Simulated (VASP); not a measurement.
# Te2Mo (P6_3/mmc) in VASP: further runs, part 2 of 4

VASP 6.6.1. The steps go on from the part before.

## Step 3: Single point, PBE+D3(BJ)

This run uses another cell than the first one, of 24.18 Å³/atom, 1.136 times its volume.

Contents of INCAR:

```
PREC = Accurate
ENCUT = 520
EDIFF = 1E-6
ISMEAR = 0
SIGMA = 0.05
LREAL = F
LASPH = T
NELM = 100
ALGO = Normal
ISIF = 2
LWAVE = F
LCHARG = T
GGA = PE
IVDW = 12
LELF = T
LVHAR = T
NBANDS = 35
```

Contents of KPOINTS:

```
Automatic mesh
0
Gamma
  10 10 2
```

Contents of POSCAR:

```
Te2Mo
1.0
    3.4964295047      0.0000000000      0.0000000000
   -1.7482147524      3.0279967736      0.0000000000
    0.0000000000      0.0000000000     13.7011675468
Te Mo
4 2
Direct
    0.3333333333      0.6666666667      0.6173449712
    0.6666666667      0.3333333333      0.1173449712
    0.3333333333      0.6666666667      0.8826550288
    0.6666666667      0.3333333333      0.3826550288
    0.3333333333      0.6666666667      0.2500000000
    0.6666666667      0.3333333333      0.7500000000
```

Potentials or basis: VASP PAW PBE potentials, release 64 (Te, Mo_sv).

On the command line:

```bash
$ cat potpaw_PBE.64/Te/POTCAR potpaw_PBE.64/Mo_sv/POTCAR > POTCAR
$ mpirun -np 1 vasp_std > vasp.out
```

OUTCAR:

```text
PREC = Accurate
   ENCUT = 520
   EDIFF = 1E-6
   ISMEAR = 0
   LREAL = F
   LASPH = T
   NELM = 100
   ISIF = 2
   GGA = PE
   IVDW = 12
 IVDW          = 12

 ion  position               nearest neighbor table
   1  0.333  0.667  0.617-   6 2.72   6 2.72   6 2.72   3 3.64
   2  0.667  0.333  0.117-   5 2.72   5 2.72   5 2.72   4 3.64
   3  0.333  0.667  0.883-   6 2.72   6 2.72   6 2.72   1 3.64
   4  0.667  0.333  0.383-   5 2.72   5 2.72   5 2.72   2 3.64
   5  0.333  0.667  0.250-   2 2.72   4 2.72   2 2.72   4 2.72   2 2.72   4 2.72
   6  0.667  0.333  0.750-   1 2.72   3 2.72   1 2.72   3 2.72   1 2.72   3 2.72

  LATTYP: Found a hexagonal cell.
 ALAT       =     3.4964295047
 C/A-ratio  =     3.9186168428

  Lattice vectors:

 A1 = (   3.4964295047,   0.0000000000,   0.0000000000)
 A2 = (  -1.7482147524,   3.0279967736,   0.0000000000)
 A3 = (   0.0000000000,   0.0000000000,  13.7011675468)

Analysis of symmetry for initial positions (statically):
=====================================================================
 Subroutine PRICEL returns:
 Original cell was already a primitive cell.

 Routine SETGRP: Setting up the symmetry group for a
 hexagonal supercell.

 Subroutine GETGRP returns: Found 24 space group operations
 (whereof 12 operations were pure point group operations)
 out of a pool of 24 trial point group operations.

The static configuration has the point symmetry D_3d.
 The point group associated with its full space group is D_6h.

Analysis of symmetry for dynamics (positions and initial velocities):
=====================================================================
 Subroutine PRICEL returns:
 Original cell was already a primitive cell.

 Routine SETGRP: Setting up the symmetry group for a
 hexagonal supercell.
[... 132 lines left out ...]
   IMIX   =      4    mixing-type and parameters
     AMIX     =   0.40;   BMIX     =  1.00
     AMIX_MAG =   1.60;   BMIX_MAG =  1.00
  volume/ion in A,a.u.               =      24.18       163.15
  Fermi-wavevector in a.u.,A,eV,Ry     =   1.162956  2.197669 18.401432  1.352467
  Thomas-Fermi vector in A             =   2.299511
   LORBIT       =      0    0 simple, 1 ext, 2 COOP (PROOUT), +10 PAW based schemes
   GGA     = PE    functional components
   LHFCALC =     F    Hartree Fock is set to
   AEXX    =    0.0000 exact exchange contribution
   IVDW    =    12    specifies the selected vdW correction
   LEPSILON=     F    determine dielectric tensor
   LRPA    =     F    only Hartree local field effects (RPA)
 non-spin polarized calculation
 Gauss-broadening in eV      SIGMA  =   0.05
  energy-cutoff  :      520.00
  volume of cell :      145.06
 maximum number of plane-waves:      3974
 NGX is ok and might be reduce to    28
   NGX = 13   NGY = 13   NGZ = 51

 number of electron      51.9999999 magnetization

 Free energy of the ion-electron system (eV)
  ---------------------------------------------------
  ext. energy  EPLUGINS =         0.00000000
  ---------------------------------------------------
  free energy    TOTEN  =       -35.90704005 eV

  energy without entropy =      -35.90704005  energy(sigma->0) =      -35.90704005

 E-fermi :   8.9141     XC(G=0): -10.6409

 val. band max:        8.6304403725   @ k =   0.0000   0.0000   0.0000
 cond. band min:       9.2209008026   @ k =   0.2000   0.2000   0.0000
 fundamental gap:      0.5904604301
 Fermi energy:         8.9141256921

 k-point     1 :       0.0000    0.0000    0.0000
  band No.  band energies     occupation
      1     -52.2228      2.00000
      2     -52.2228      2.00000
      3     -26.3996      2.00000
      4     -26.3996      2.00000
      5     -26.2585      2.00000
      6     -26.2585      2.00000
[... 901 lines left out ...]
     34      11.8729      0.00000
     35      13.1853      0.00000

 [... further k-points ...]

------------------------ aborting loop because EDIFF is reached ----------------------------------------

 Edisp (eV)   -3.32373

 E8    (eV) :    -1.5315

  FORCE on cell =-STRESS in cart. coord.  units (eV):
  Direction    XX          YY          ZZ          XY          YZ          ZX
  --------------------------------------------------------------------------------------
  -------------------------------------------------------------------------------------
  Total      -0.02623    -0.02623     0.01497     0.00000     0.00000     0.00000
  in kB      -0.28973    -0.28973     0.16538     0.00000     0.00000     0.00000
  external pressure =       -0.14 kB  Pullay stress =        0.00 kB

 VOLUME and BASIS-vectors are now :
 -----------------------------------------------------------------------------
  energy-cutoff  :      520.00
  volume of cell :      145.06
      direct lattice vectors                 reciprocal lattice vectors
     3.496429505  0.000000000  0.000000000     0.286006052  0.165125671  0.000000000
    -1.748214752  3.027996774  0.000000000     0.000000000  0.330251343  0.000000000
     0.000000000  0.000000000 13.701167547     0.000000000  0.000000000  0.072986481

 POSITION                                       TOTAL-FORCE (eV/Angst)
 -----------------------------------------------------------------------------------
     -0.00000      2.01866      8.45835         0.000000      0.000000     -0.010080
      1.74821      1.00933      1.60776         0.000000     -0.000000     -0.010080
     -0.00000      2.01866     12.09340         0.000000      0.000000      0.010080
      1.74821      1.00933      5.24282         0.000000     -0.000000      0.010080
     -0.00000      2.01866      3.42529         0.000000     -0.000000      0.000000
      1.74821      1.00933     10.27588        -0.000000      0.000000      0.000000
 -----------------------------------------------------------------------------------
    total drift:                               -0.000000      0.000000     -0.000000

  FREE ENERGIE OF THE ION-ELECTRON SYSTEM (eV)
  ---------------------------------------------------
  free  energy   TOTEN  =       -39.2307704845 eV

  energy  without entropy=      -39.2307704845  energy(sigma->0) =      -39.23077048
```

OSZICAR:

```text
N       E                     dE             d eps       ncg     rms          rms(c)
DAV:   1     0.397464246092E+03    0.39746E+03   -0.27128E+04  2240   0.134E+03
DAV:   2    -0.155798848232E+02   -0.41304E+03   -0.40028E+03  2410   0.320E+02
DAV:   3    -0.366728677501E+02   -0.21093E+02   -0.20670E+02  2398   0.630E+01
DAV:   4    -0.371476433789E+02   -0.47478E+00   -0.47283E+00  2289   0.942E+00
DAV:   5    -0.371581477885E+02   -0.10504E-01   -0.10501E-01  2447   0.148E+00    0.220E+01
DAV:   6    -0.363748312893E+02    0.78332E+00   -0.55111E+00  2157   0.128E+01    0.885E+00
DAV:   7    -0.363515689571E+02    0.23262E-01   -0.47904E+00  2048   0.104E+01    0.612E+00
DAV:   8    -0.359073895308E+02    0.44418E+00   -0.10434E+00  2073   0.552E+00    0.277E+00
DAV:   9    -0.359145817059E+02   -0.71922E-02   -0.19316E-01  2282   0.198E+00    0.116E+00
DAV:  10    -0.359068323314E+02    0.77494E-02   -0.32291E-02  2094   0.105E+00    0.387E-01
DAV:  11    -0.359072136868E+02   -0.38136E-03   -0.22143E-03  2355   0.228E-01    0.207E-01
DAV:  12    -0.359070931906E+02    0.12050E-03   -0.33349E-04  2257   0.890E-02    0.159E-01
DAV:  13    -0.359070486812E+02    0.44509E-04   -0.88251E-05  2131   0.486E-02    0.867E-02
DAV:  14    -0.359070439164E+02    0.47648E-05   -0.16332E-05  2311   0.188E-02    0.445E-02
DAV:  15    -0.359070407928E+02    0.31237E-05   -0.34574E-06  1714   0.100E-02    0.212E-02
DAV:  16    -0.359070400484E+02    0.74434E-06   -0.11655E-06  1070   0.600E-03
   1 F= -.39230770E+02 E0= -.39230770E+02  d E =-.161368E-17
```

Wall time 4 min (1 thread of Intel Xeon Platinum 8259CL at 2.50GHz (Skylake/Cascade Lake), shared host); peak memory 0.35 GiB.

What came out:

```yaml
Free_energy: -39.2308 eV
Pressure: 0.0 GPa
Largest_force: 0.010 eV/Å
Band_gap_on_the_k_mesh: 0.59 eV, indirect (least direct gap 1.16 eV)
Dispersion_energy_per_atom: -0.554 eV
```

Forces on the atoms (eV/Å):
```
Te   0.000  0.000 -0.010
Te   0.000  0.000 -0.010
Te   0.000  0.000  0.010
Te   0.000  0.000  0.010
Mo   0.000  0.000  0.000
Mo   0.000  0.000  0.000
```

Caveat: spin-orbit coupling is left out, which moves the levels of the heavy elements.

[end of part 2 of 4]
